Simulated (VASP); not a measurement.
Write the native input for VASP 6.6.1 that does the following.

| Item | Value |
| --- | --- |
| Task | single point |
| Functional | PBE |
| Potentials or basis | VASP PAW PBE potentials, release 64 (Ta_pv, N) |
| Cutoff | 520 eV |
| k mesh | 6 × 4 × 4 |
| Occupations | gaussian, width 0.1 eV |
| Spin | no spin polarisation |
| Dipole correction | no |
| Further INCAR settings | ALGO = Normal; EDIFF = 1e-06; NBANDS = 42 |

The structure of TaN lies in POSCAR:

```
TaN
1.0
    2.9502045230      0.0000000000      0.0000000000
    0.0000000000      5.1099041266      0.0000000000
    0.0000000000      0.0000000000      5.7955766061
Ta N
4 4
Direct
    0.0000000000      0.3333333333      0.2500000000
    0.0000000000      0.3333333333      0.7500000000
    0.5000000000      0.8333333333      0.2500000000
    0.5000000000      0.8333333333      0.7500000000
    0.5000000000      0.5000000000      0.5000000000
    0.5000000000      0.5000000000      0.0000000000
    1.0000000000      1.0000000000      0.5000000000
    0.0000000000      0.0000000000      0.0000000000
```

These files were run (other wordings do the same):

INCAR

```
SYSTEM = TaN
  PREC = Accurate
  ENCUT = 520
  EDIFF = 1E-6
  ISMEAR = 0
  SIGMA = 0.1
  LREAL = .False.
  LASPH = .True.
  NELM = 80
  ALGO = Normal
  ISIF = 2
  LWAVE = .False.
  LCHARG = .False.
  GGA = PE
  NBANDS = 42
```

KPOINTS

```
regular mesh
0
Gamma
  6 4 4
  0 0 0
```

Potentials or basis: VASP PAW PBE potentials, release 64 (Ta_pv, N).

Run with:

```console
$ cat potpaw_PBE.64/Ta_pv/POTCAR potpaw_PBE.64/N/POTCAR > POTCAR
$ mpirun -np 1 vasp_std > vasp.out
```

It gave:

- Pressure: 0.7 GPa
- Largest force: 0.006 eV/Å
- Band gap on the k mesh: zero (bands 32 and 33 overlap by 0.21 eV)

Caveat: spin-orbit coupling is left out, which moves the levels of the heavy elements.

It took 94 s on 1 thread of Intel(R) Xeon(R) Platinum 8488C (Sapphire Rapids) (shared host), peak memory 0.26 GiB.
